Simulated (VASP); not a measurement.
# Sn2H (P6_3/mmc) in VASP: further runs

Runs on Sn2H. Level: PBE. Tasks: single point, relaxation of cell and atoms.

Everything below comes from runs of VASP 6.6.1. Logs are shortened: lines on timing, memory, paths and dates and some standing lists are left out, and cuts for length are marked.

## 1. The cell of the first run

It takes space group P6_3/mmc (No. 194, hexagonal). Conventional cell: a = 3.615 Å, b = 3.615 Å, c = 9.299 Å, α = 90.00°, β = 90.00°, γ = 120.00°. Within 3.0 Å of Sn (site symmetry 3m) lie 3 Sn at 2.27 Å and 4 H at 2.77 to 2.81 Å. H (site symmetry -6m2) has 8 Sn at 2.77 to 2.81 Å and 6 H at 3.62 Å within 3.7 Å.

The cell was generated, and may not be a known phase.

## 2. Single point, PBE

Input file INCAR:

```
  PREC = Accurate
  ENCUT = 520
  EDIFF = 1E-6
  ISMEAR = 0
  SIGMA = 0.1
  LREAL = False
  LASPH = True
  NELM = 80
  ALGO = Normal
  ISIF = 2
  LWAVE = False
  LCHARG = False
  GGA = PE
  NBANDS = 38
```

Input file KPOINTS:

```
Automatic mesh
0
Gamma
  6 6 2
```

Input file POSCAR:

```
Sn2H
1.0
    3.6152431700      0.0000000000      0.0000000000
   -1.8076215900      3.1308924300      0.0000000000
    0.0000000000      0.0000000000      9.2988876000
Sn H
4 2
Direct
    0.3333333300      0.6666666700      0.9520462800
    0.6666666700      0.3333333300      0.0479537200
    0.6666666700      0.3333333300      0.4520462800
    0.3333333300      0.6666666700      0.5479537200
    0.3333333300      0.6666666700      0.2500000000
    0.6666666700      0.3333333300      0.7500000000
```

Potentials or basis: VASP PAW PBE potentials, release 64 (Sn_d, H).

Run with:

```sh
> cat potpaw_PBE.64/Sn_d/POTCAR potpaw_PBE.64/H/POTCAR > POTCAR
> mpirun -np 1 vasp_std > vasp.out
```

OUTCAR:

```text
PREC = Accurate
   ENCUT = 520
   EDIFF = 1E-6
   ISMEAR = 0
   LREAL = False
   LASPH = True
   NELM = 80
   ISIF = 2
   GGA = PE

 ion  position               nearest neighbor table
   1  0.333  0.667  0.952-   2 2.27   2 2.27   2 2.27   4 3.76
   2  0.667  0.333  0.048-   1 2.27   1 2.27   1 2.27   3 3.76
   3  0.667  0.333  0.452-   4 2.27   4 2.27   4 2.27   2 3.76
   4  0.333  0.667  0.548-   3 2.27   3 2.27   3 2.27   1 3.76
   5  0.333  0.667  0.250-
   6  0.667  0.333  0.750-

  LATTYP: Found a hexagonal cell.
 ALAT       =     3.6152431700
 C/A-ratio  =     2.5721333705

  Lattice vectors:

 A1 = (   3.6152431700,   0.0000000000,   0.0000000000)
 A2 = (  -1.8076215900,   3.1308924300,   0.0000000000)
 A3 = (   0.0000000000,   0.0000000000,   9.2988876000)

Analysis of symmetry for initial positions (statically):
=====================================================================
 Subroutine PRICEL returns:
 Original cell was already a primitive cell.

 Routine SETGRP: Setting up the symmetry group for a
 hexagonal supercell.

 Subroutine GETGRP returns: Found 24 space group operations
 (whereof 12 operations were pure point group operations)
 out of a pool of 24 trial point group operations.

The static configuration has the point symmetry D_3d.
 The point group associated with its full space group is D_6h.

Analysis of symmetry for dynamics (positions and initial velocities):
=====================================================================
 Subroutine PRICEL returns:
 Original cell was already a primitive cell.

 Routine SETGRP: Setting up the symmetry group for a
 hexagonal supercell.

 Subroutine GETGRP returns: Found 24 space group operations
 (whereof 12 operations were pure point group operations)
 out of a pool of 24 trial point group operations.

The dynamic configuration has the point symmetry D_3d.
 The point group associated with its full space group is D_6h.

 Subroutine INISYM returns: Found 24 space group operations
 (whereof 12 operations are pure point group operations),
 and found     1 'primitive' translations

----------------------------------------------------------------------------------------

                                     Primitive cell

  volume of cell :     105.2535

  direct lattice vectors                    reciprocal lattice vectors
     3.615243170  0.000000000  0.000000000     0.276606566  0.159698876  0.000000000
    -1.807621590  3.130892430  0.000000000     0.000000000  0.319397751  0.000000000
     0.000000000  0.000000000  9.298887600     0.000000000  0.000000000  0.107539745

  length of vectors
     3.615243170  3.615243176  9.298887600     0.319397751  0.319397751  0.107539745

  position of ions in fractional coordinates (direct lattice)
     0.333333330  0.666666670  0.952046280
     0.666666670  0.333333330  0.047953720
     0.666666670  0.333333330  0.452046280
     0.333333330  0.666666670  0.547953720
     0.333333330  0.666666670  0.250000000
     0.666666670  0.333333330  0.750000000

  ion indices of the primitive-cell ions
   primitive index   ion index
                 1           1
                 2           2
                 3           3
                 4           4
                 5           5
                 6           6

----------------------------------------------------------------------------------------

 KPOINTS: Automatic mesh

Automatic generation of k-mesh.
 Grid dimensions read from file:
 generate k-points for:    6    6    2

 Generating k-lattice:

  Cartesian coordinates                     Fractional coordinates (reciprocal lattice)
     0.046101094  0.026616479  0.000000000     0.166666667 -0.000000000  0.000000000
     0.000000000  0.053232958  0.000000000     0.000000000  0.166666667  0.000000000
     0.000000000  0.000000000  0.053769872     0.000000000  0.000000000  0.500000000

  Length of vectors
     0.053232959  0.053232958  0.053769872

  Shift w.r.t. Gamma in fractional coordinates (k-lattice)
     0.000000000  0.000000000  0.000000000

 Subroutine IBZKPT returns following result:
 ===========================================

 Found     14 irreducible k-points:

 Following reciprocal coordinates:
            Coordinates               Weight
  0.000000  0.000000  0.000000      1.000000
  0.166667 -0.000000  0.000000      6.000000
  0.333333 -0.000000  0.000000      6.000000
  0.500000 -0.000000  0.000000      3.000000
  0.166667  0.166667  0.000000      6.000000
  0.333333  0.166667  0.000000     12.000000
  0.333333  0.333333  0.000000      2.000000
  0.000000  0.000000  0.500000      1.000000
  0.166667 -0.000000  0.500000      6.000000
  0.333333 -0.000000  0.500000      6.000000
  0.500000 -0.000000  0.500000      3.000000
  0.166667  0.166667  0.500000      6.000000
  0.333333  0.166667  0.500000     12.000000
  0.333333  0.333333  0.500000      2.000000
   k-points           NKPTS =     14   k-points in BZ     NKDIM =     14   number of bands    NBANDS=     38
   number of dos      NEDOS =    301   number of ions     NIONS =      6
   total plane-waves  NPLWV =  54880
   dimension x,y,z NGX =    28 NGY =   28 NGZ =   70
   dimension x,y,z NGXF=    56 NGYF=   56 NGZF=  140
   ions per type =               4   2
   NGX,Y,Z   is equivalent  to a cutoff of  12.88, 12.88, 12.51 a.u.
   NGXF,Y,Z  is equivalent  to a cutoff of  25.75, 25.75, 25.03 a.u.
 SYSTEM =  unknown system
   PREC   = accura    normal or accurate (medium, high low for compatibility)
   ISTART =      0    job   : 0-new  1-cont  2-samecut
   ICHARG =      2    charge: 1-file 2-atom 10-const
   ISPIN  =      1    spin polarized calculation?
   LNONCOLLINEAR =      F non collinear calculations
   LSORBIT =      F    spin-orbit coupling
   LASPH  =      T    aspherical Exc in radial PAW
   ENCUT  =  520.0 eV  38.22 Ry    6.18 a.u.   6.72  6.72 17.29*2*pi/ulx,y,z
   NELM   =     80;   NELMIN=  2; NELMDL= -5     # of ELM steps
   EDIFF  = 0.1E-05   stopping-criterion for ELM
   LREAL  =      F    real-space projection
[... 7 lines left out ...]
   TEBEG  =    0.0;   TEEND  =   0.0 temperature during run
   PSTRESS=    0.0 pullay stress
   NELECT =      58.0000    total number of electrons
   NUPDOWN=      -1.0000    fix difference up-down
   EMIN   =  10.00;   EMAX   =-10.00  energy-range for DOS
   EFERMI =   0.00;   METHOD = LEGACY
   ISMEAR =     0;   SIGMA  =   0.10  broadening in eV -4-tet -1-fermi 0-gaus
   EFERMI_NEDOS =   21; number of points for ismear=-14 and -15
   IALGO  =     38    algorithm
   IMIX   =      4    mixing-type and parameters
     AMIX     =   0.40;   BMIX     =  1.00
     AMIX_MAG =   1.60;   BMIX_MAG =  1.00
  volume/ion in A,a.u.               =      17.54       118.38
  Fermi-wavevector in a.u.,A,eV,Ry     =   1.342163  2.536320 24.509557  1.801402
  Thomas-Fermi vector in A             =   2.470339
   LORBIT       =      0    0 simple, 1 ext, 2 COOP (PROOUT), +10 PAW based schemes
   GGA     = PE    functional components
   LHFCALC =     F    Hartree Fock is set to
   AEXX    =    0.0000 exact exchange contribution
   IVDW    =     0    specifies the selected vdW correction
   LEPSILON=     F    determine dielectric tensor
   LRPA    =     F    only Hartree local field effects (RPA)
 non-spin polarized calculation
 Gauss-broadening in eV      SIGMA  =   0.10
  energy-cutoff  :      520.00
  volume of cell :      105.25
 maximum number of plane-waves:      2855
 NGX is ok and might be reduce to    28
   NGX = 13   NGY = 13   NGZ = 35

 number of electron      57.9999997 magnetization

 Free energy of the ion-electron system (eV)
  ---------------------------------------------------
  ext. energy  EPLUGINS =         0.00000000
  ---------------------------------------------------
  free energy    TOTEN  =        -5.90941170 eV

  energy without entropy =       -5.88657804  energy(sigma->0) =       -5.89799487

 E-fermi :   8.6044     XC(G=0): -10.4149

 val. band max:        8.6026244455   @ k =   0.3333  -0.0000   0.5000
 cond. band min:       8.6796986923   @ k =   0.1667  -0.0000   0.5000
 fundamental gap:      0.0770742468
 Fermi energy:         8.6043969776

 k-point     1 :       0.0000    0.0000    0.0000
  band No.  band energies     occupation
      1     -15.0509      2.00000
      2     -15.0509      2.00000
      3     -15.0489      2.00000
      4     -15.0489      2.00000
      5     -14.5423      2.00000
      6     -14.5423      2.00000
[... 30 lines left out ...]
     37      14.2831      0.00000
     38      14.3455      0.00000

 k-point     2 :       0.1667   -0.0000    0.0000
  band No.  band energies     occupation
      1     -15.0686      2.00000
      2     -15.0668      2.00000
      3     -15.0278      2.00000
      4     -15.0253      2.00000
      5     -14.4973      2.00000
      6     -14.4931      2.00000
[... 30 lines left out ...]
     37      15.6274      0.00000
     38      16.4566      0.00000

 k-point     3 :       0.3333   -0.0000    0.0000
  band No.  band energies     occupation
      1     -15.0735      2.00000
      2     -15.0719      2.00000
      3     -14.9073      2.00000
      4     -14.9041      2.00000
      5     -14.4619      2.00000
      6     -14.4537      2.00000
[... 30 lines left out ...]
     37      16.3245      0.00000
     38      16.6064      0.00000

 k-point     4 :       0.5000   -0.0000    0.0000
  band No.  band energies     occupation
      1     -15.0664      2.00000
      2     -15.0651      2.00000
      3     -14.7429      2.00000
      4     -14.7408      2.00000
      5     -14.4598      2.00000
      6     -14.4502      2.00000
[... 30 lines left out ...]
     37      16.3155      0.00000
     38      16.9080      0.00000
[... 293 lines left out ...]
      4     -14.9167      2.00000
      5     -14.3893      2.00000
      6     -14.3893      2.00000
[... 30 lines left out ...]
     37      15.1220      0.00000
     38      15.1220      0.00000

 k-point    13 :       0.3333    0.1667    0.5000
  band No.  band energies     occupation
      1     -15.1329      2.00000
      2     -15.1329      2.00000
      3     -14.7132      2.00000
      4     -14.7132      2.00000
      5     -14.3970      2.00000
      6     -14.3970      2.00000
[... 30 lines left out ...]
     37      16.3764      0.00000
     38      16.3764      0.00000

 k-point    14 :       0.3333    0.3333    0.5000
  band No.  band energies     occupation
      1     -15.1723      2.00000
      2     -15.1723      2.00000
      3     -14.5342      2.00000
      4     -14.5342      2.00000
      5     -14.5328      2.00000
      6     -14.5328      2.00000
[... 30 lines left out ...]
     37      17.2883      0.00000
     38      17.2883      0.00000

------------------------ aborting loop because EDIFF is reached ----------------------------------------

  FORCE on cell =-STRESS in cart. coord.  units (eV):
  Direction    XX          YY          ZZ          XY          YZ          ZX
  --------------------------------------------------------------------------------------
  -------------------------------------------------------------------------------------
  Total       57.8981621     57.8981622     11.8153067     -0.0000001     -0.0000000      0.0000000
  in kB      881.3302993    881.3303015    179.8535127     -0.0000014     -0.0000000      0.0000000
  external PRESSURE =     647.5047045 kB  Pullay stress =       0.0000000 kB

 VOLUME and BASIS-vectors are now :
 -----------------------------------------------------------------------------
  energy-cutoff  :      520.00
  volume of cell :      105.25
      direct lattice vectors                 reciprocal lattice vectors
     3.615243170  0.000000000  0.000000000     0.276606566  0.159698876  0.000000000
    -1.807621590  3.130892430  0.000000000     0.000000000  0.319397751  0.000000000
     0.000000000  0.000000000  9.298887600     0.000000000  0.000000000  0.107539745

 POSITION                                       TOTAL-FORCE (eV/Angst)
 -----------------------------------------------------------------------------------
     -0.00000      2.08726      8.85297         0.000000     -0.000000    -10.316504
      1.80762      1.04363      0.44592        -0.000000      0.000000     10.316504
      1.80762      1.04363      4.20353        -0.000000      0.000000    -10.316504
     -0.00000      2.08726      5.09536         0.000000     -0.000000     10.316504
     -0.00000      2.08726      2.32472        -0.000000     -0.000000     -0.000000
      1.80762      1.04363      6.97417        -0.000000     -0.000000     -0.000000
 -----------------------------------------------------------------------------------
    total drift:                               -0.000003      0.000002      0.000000

  FREE ENERGIE OF THE ION-ELECTRON SYSTEM (eV)
  ---------------------------------------------------
  free  energy   TOTEN  =        -5.9094117032 eV

  energy  without entropy=       -5.8865780384  energy(sigma->0) =       -5.89799487
```

It took 69 s on 1 thread of AMD EPYC 7R43 (Zen 3), shared host; peak memory 0.2 GiB.

What came out:

```yaml
Free_energy: -5.9094 eV
Pressure: 64.8 GPa
Largest_force: 10.317 eV/Å
Band_gap_on_the_k_mesh: zero (bands 29 and 30 overlap by 3.08 eV)
```

Forces on the atoms (eV/Å):
```
Sn    0.000   0.000 -10.317
Sn    0.000   0.000  10.317
Sn    0.000   0.000 -10.317
Sn    0.000   0.000  10.317
H     0.000   0.000   0.000
H     0.000   0.000   0.000
```

Levels at points of the mesh, in eV from the Fermi level:
| k point | band 27 | band 28 | band 29 | band 30 | band 31 | band 32 |
| --- | --- | --- | --- | --- | --- | --- |
| (0.00, 0.00, 0.00) | 1.21 | 1.47 | 1.47 | 1.80 | 4.06 | 4.94 |
| (0.50, 0.00, 0.00) | -2.07 | -1.82 | -0.92 | -0.81 | 0.34 | 1.01 |
| (0.00, 0.00, 0.50) | 1.33 | 1.33 | 1.33 | 1.33 | 3.92 | 3.92 |
| (0.50, 0.00, 0.50) | -1.95 | -1.95 | -1.39 | -1.39 | 1.38 | 1.38 |

Caveat: the stress differs along the axes, from 18 to 88 GPa; spin-orbit coupling is left out, which moves the levels of the heavy elements; forces of over 1 eV/Å act on the atoms, so gaps and moduli don't describe the material at rest.

## 3. Single point, PBE

This run uses another cell than the first one, of 20.02 Å³/atom.

Input file INCAR:

```
SYSTEM = Sn2H
ALGO     = Normal         ! electronic algorithm
EDIFF    = 1E-6           ! SCF threshold, eV
ENCUT    = 520            ! plane-wave cutoff, eV
GGA      = PE             ! functional
ISIF     = 2              ! what is computed and relaxed
ISMEAR   = 0              ! smearing method
LASPH    = .TRUE.         ! aspherical terms in the spheres
LCHARG   = .FALSE.        ! write CHGCAR
LREAL    = .FALSE.        ! projectors in reciprocal space
LWAVE    = .FALSE.        ! write WAVECAR
NBANDS   = 38             ! bands
NELM     = 60             ! most SCF steps
PREC     = Accurate       ! precision mode
SIGMA    = 0.1            ! smearing width, eV
```

Input file KPOINTS:

```
k-points
0
G
  6 6 2
  0 0 0
```

Input file POSCAR:

```
Sn2H
1.0
    3.3979293486      0.0000000027      0.0000000000
   -1.6989646766      2.9426931348      0.0000000000
    0.0000000000      0.0000000000     12.0145071464
Sn H
4 2
Direct
    0.3333333333      0.6666666667      0.8802164616
    0.6666666667      0.3333333333      0.1197835384
    0.6666666667      0.3333333333      0.3802164616
    0.3333333333      0.6666666667      0.6197835384
    0.3333333333      0.6666666667      0.2500000000
    0.6666666667      0.3333333333      0.7500000000
```

Potentials or basis: VASP PAW PBE potentials, release 64 (Sn_d, H).

Run with:

```sh
> cat potpaw_PBE.64/Sn_d/POTCAR potpaw_PBE.64/H/POTCAR > POTCAR
> mpirun -np 1 vasp_std > vasp.out
```

Wall time 90 s (1 thread of AMD EPYC 7R43 (Zen 3), shared host); peak memory 0.22 GiB.

The run converged. Its results:

| Quantity | Value |
| --- | --- |
| Free energy | -19.8227 eV |
| Pressure | -0.1 GPa |
| Largest force | 0.031 eV/Å |
| Band gap on the k mesh | zero (bands 29 and 30 overlap by 6.91 eV) |

Forces on the atoms (eV/Å):
```
Sn   0.000  0.000  0.031
Sn   0.000  0.000 -0.031
Sn   0.000  0.000  0.031
Sn   0.000  0.000 -0.031
H    0.000  0.000  0.000
H    0.000  0.000  0.000
```

Stress tensor (GPa, compression positive):
```
-0.29  0.00  0.00
 0.00 -0.29  0.00
 0.00  0.00  0.30
```

Levels at points of the mesh, in eV from the Fermi level:
```tsv
k point	band 26	band 27	band 28	band 29	band 30	band 31	band 32	band 33
(0.00, 0.00, 0.00)	-1.82	-0.43	3.47	4.83	5.52	5.56	5.56	6.23
(0.50, 0.00, 0.00)	-4.84	-2.84	-2.22	-2.07	-0.20	1.34	2.22	2.38
(0.00, 0.00, 0.50)	-4.03	1.96	1.96	4.96	4.96	5.78	5.78	5.78
(0.50, 0.00, 0.50)	-4.98	-2.99	-2.99	-0.42	-0.42	1.19	1.19	2.50
```

Caveat: spin-orbit coupling is left out, which moves the levels of the heavy elements.

(Part 1 of 2 ends here.)

The gap in the log of VASP goes by the Fermi energy; the results here count the filled bands.